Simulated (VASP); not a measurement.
## LiC18: single point with PBEsol

The system is LiC18, a slab with vacuum.

```
C Li
1.0
     7.39800    0.00000    0.00000
    -3.69900    6.40686    0.00000
     0.00000    0.00000   13.00000
C Li
18 1
Cartesian
  0.0053 -0.0255 1.0163
  1.2361 0.6863 1.0261
  -1.2300 2.1084 1.0147
  0.0046 2.8137 0.9859
  -2.4638 4.2431 1.0201
  -1.2310 4.9566 1.0045
  2.4684 -0.0233 1.0271
  3.7028 0.6894 1.0271
  1.2393 2.1074 1.0055
  2.4721 2.8192 1.0055
  0.0034 4.2380 0.9330
  1.2449 4.9548 0.9334
  4.9388 -0.0238 1.0047
  6.1731 0.6872 1.0202
  3.7044 2.1114 1.0261
  4.9363 2.8214 1.0163
  2.4778 4.2416 0.9861
  3.7059 4.9581 1.0147
  0.4127 4.9585 2.8125
```

```yaml
Program: VASP 6.6.1
Task: single point
Functional: PBEsol
Potentials_or_basis: VASP PAW PBE potentials, release 64 (C, Li_sv)
Cutoff: 520 eV
k_mesh: 2 × 2 × 1
Occupations: gaussian, width 0.02 eV
Spin: collinear spin, zero start
Starting_moments: "[0.0, 0.0, 0.0, 0.0, 0.0, 0.0, 0.0, 0.0, 0.0, 0.0, 0.0, 0.0, 0.0, 0.0, 0.0, 0.0, 0.0, 0.0, 0.0] μB"
```

```
Largest force                                         : 0.356 eV/Å
Net moment                                            : 0.00 μB per cell
Valence electrons inside the program's atomic spheres : C 2.65, 2.64, 2.66 (each value once); Li 2.06
```

Forces in eV/Å, atoms in the order of the input:
```
C    0.012 -0.010 -0.004
C    0.010 -0.011  0.001
C    0.017 -0.010  0.000
C    0.009 -0.019 -0.010
C    0.012 -0.016  0.000
C    0.005 -0.020  0.004
C    0.014 -0.015  0.017
C    0.008 -0.021  0.008
C    0.002 -0.012  0.000
C    0.001 -0.021 -0.004
C    0.011 -0.034 -0.014
C    0.015 -0.024 -0.016
C    0.014 -0.011  0.009
C    0.011 -0.015  0.001
C    0.007 -0.015 -0.002
C    0.012 -0.016  0.000
C    0.008 -0.021 -0.009
C    0.009 -0.015  0.000
Li  -0.177  0.308  0.018
```

Levels at points of the mesh, in eV from the Fermi level:
Spin up:
| k point | band 34 | band 35 | band 36 | band 37 | band 38 | band 39 | band 40 | band 41 |
| --- | --- | --- | --- | --- | --- | --- | --- | --- |
| (0.00, 0.00, 0.00) | -3.07 | -3.07 | -0.34 | -0.31 | -0.20 | -0.18 | 1.20 | 3.25 |
| (0.50, 0.00, 0.00) | -3.01 | -2.89 | -2.81 | -2.54 | 1.28 | 1.62 | 2.06 | 2.12 |
| (0.00, 0.50, 0.00) | -3.02 | -2.85 | -2.84 | -2.53 | 1.27 | 1.54 | 2.07 | 2.25 |
| (0.50, 0.50, 0.00) | -3.02 | -2.85 | -2.84 | -2.53 | 1.27 | 1.54 | 2.07 | 2.25 |
Spin down:
| k point | band 34 | band 35 | band 36 | band 37 | band 38 | band 39 | band 40 | band 41 |
| --- | --- | --- | --- | --- | --- | --- | --- | --- |
| (0.00, 0.00, 0.00) | -3.07 | -3.07 | -0.34 | -0.31 | -0.20 | -0.18 | 1.20 | 3.25 |
| (0.50, 0.00, 0.00) | -3.01 | -2.89 | -2.81 | -2.54 | 1.28 | 1.62 | 2.06 | 2.12 |
| (0.00, 0.50, 0.00) | -3.02 | -2.85 | -2.84 | -2.53 | 1.27 | 1.54 | 2.07 | 2.25 |
| (0.50, 0.50, 0.00) | -3.02 | -2.85 | -2.84 | -2.53 | 1.27 | 1.54 | 2.07 | 2.25 |

Run time: 6.6 min on 1 thread of Intel(R) Xeon(R) Platinum 8559C (Emerald Rapids) (shared host), peak memory 0.88 GiB.

Caveat: the k points lie up to 0.49 Å⁻¹ apart; there is no dipole correction, which matters where the two faces differ; no moment was typed at the start, so none could form; the PAW data sets were made with another functional, which shifts forces and pressure a little.
